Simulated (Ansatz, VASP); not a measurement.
# NaB in VASP and in Ansatz

The input INCAR:

```
SYSTEM = NaB
PREC     = Accurate       ! precision mode
ENCUT    = 500            ! plane-wave cutoff, eV
EDIFF    = 1E-6           ! SCF threshold, eV
ISMEAR   = 1              ! smearing method
SIGMA    = 0.097          ! smearing width, eV
LREAL    = .False.        ! projectors in reciprocal space
LASPH    = .True.         ! aspherical terms in the spheres
NELM     = 120            ! most SCF steps
ALGO     = Normal         ! electronic algorithm
ISIF     = 2              ! what is computed and relaxed
LWAVE    = .False.        ! write WAVECAR
LCHARG   = .False.        ! write CHGCAR
GGA      = PS             ! functional
NBANDS   = 12             ! bands
GGA_COMPAT= .False.
```

Contents of KPOINTS:

```
Automatic mesh
0
Gamma
  8 8 8
  0 0 0
```

Contents of POSCAR:

```
NaB
1.0
    0.0000000000      2.6838690000      2.6838690000
    2.6838690000      0.0000000000      2.6838690000
    2.6838690000      2.6838690000      0.0000000000
Na B
1 1
Direct
    0.0000000000      0.0000000000      0.0000000000
    0.5000000000      0.5000000000      0.5000000000
```

Input for Ansatz:

```yaml
crystal:
  lattice:
    - [0.0, 2.683869, 2.683869]
    - [2.683869, 0.0, 2.683869]
    - [2.683869, 2.683869, 0.0]
  atoms:
    - { symbol: Na, position: [0.0, 0.0, 0.0] }
    - { symbol: B, position: [0.5, 0.5, 0.5] }
basis:
  ecutwfc: "21 Ha"
kpoints:
  mp_grid: { grid: [8, 8, 8] }
hamiltonian:
  xc: pbesol
scf:
  occupations: { method: cold, width: 0.097 }
output:
  forces: true
  stress: true
  eigenvalues: true
```

Alike in both runs: task single point; functional PBEsol; k mesh 8 × 8 × 8; no spin polarisation.

|  | VASP | Ansatz |
| --- | --- | --- |
| version | VASP 6.6.1 | Ansatz 0.2.0 |
| potentials or method | VASP PAW PBE potentials, release 64 (Na_pv, B), cutoff 500 eV | scalar-relativistic, plane waves, PAW |
| occupations | methfessel-paxton of order 1, width 0.097 eV | cold, width 0.097 eV |
| valence electrons in the cell | 10 | 12 |

```csv
,VASP,Ansatz,Ansatz less VASP
gap on the k mesh at the Fermi level (eV),none,none,-
pressure (GPa),-1.1,-1.1,-0.02
```

VASP's potentials were made for PBE, not for PBEsol. A gap of «none» marks a metal or a gap that the smearing closes. VASP's potentials hold 10 valence electrons a cell and Ansatz's 12, so a difference there can come from the potentials and not from the codes.
